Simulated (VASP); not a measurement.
Set up this calculation in VASP 6.6.1, as the native input.

| Property | Result |
| --- | --- |
| Task | single point |
| Functional | r2SCAN |
| Potentials or basis | VASP PAW PBE potentials, release 64 (Ir) |
| Cutoff | 520 eV |
| k mesh | 22 × 22 × 22 |
| Occupations | gaussian, width 0.15 eV |
| Spin | no spin polarisation |
| Dipole correction | no |
| Further INCAR settings | ALGO = Normal; EDIFF = 1e-06; NBANDS = 10 |

The system is Ir.

```xyz
1
Lattice="0.0000 2.0733 1.7661 2.0733 0.0000 1.7661 2.0733 2.0733 0.0000" Properties=species:S:1:pos:R:3 pbc="T T T"
Ir    0.0000    0.0000    0.0000
```

This cell differs from its parent crystal: strain +0.080 along x and y, -0.080 along z.

One way to write it, as run:

POSCAR

```
Ir
1.0
    0.0000000000      2.0732760000      1.7661240000
    2.0732760000      0.0000000000      1.7661240000
    2.0732760000      2.0732760000      0.0000000000
Ir
1
Direct
    0.0000000000      0.0000000000      0.0000000000
```

INCAR.step1

```
PREC = Accurate
ENCUT = 520
ISMEAR = 0
SIGMA = 0.15
LREAL = False
LASPH = True
NELM = 60
NBANDS = 10
GGA = PE
ALGO = Normal
EDIFF = 1E-4
LWAVE = True
LCHARG = False
```

INCAR.step2

```
PREC = Accurate
ENCUT = 520
EDIFF = 1E-6
ISMEAR = 0
SIGMA = 0.15
LREAL = False
LASPH = True
NELM = 60
ALGO = Normal
ISIF = 2
LWAVE = False
LCHARG = True
METAGGA = R2SCAN
LMIXTAU = True
LELF = True
LVHAR = True
NBANDS = 10
ISTART = 1
```

KPOINTS

```
Automatic mesh
0
Gamma
  22 22 22
```

Potentials or basis: VASP PAW PBE potentials, release 64 (Ir).

Run with:

```console
$ cat potpaw_PBE.64/Ir/POTCAR > POTCAR
$ cp INCAR.step1 INCAR
$ mpirun -np 1 vasp_std > vasp.out
$ cp INCAR.step2 INCAR
$ mpirun -np 1 vasp_std > vasp.out
```

Results of the run:

| Quantity | Value |
| --- | --- |
| Pressure | -15.1 GPa |
| Band gap on the k mesh | zero (an odd number of electrons rules out a gap without spin polarisation) |

Caveat: the cell differs from its parent crystal (strain +0.080 along x and y, -0.080 along z); the cell stands under tension; the PAW data sets were made with another functional, which shifts forces and pressure a little; spin-orbit coupling is left out, which moves the levels of the heavy elements.

Run time: 8.3 min on 1 thread of Intel Xeon 8259CL (shared host), peak memory 0.25 GiB.
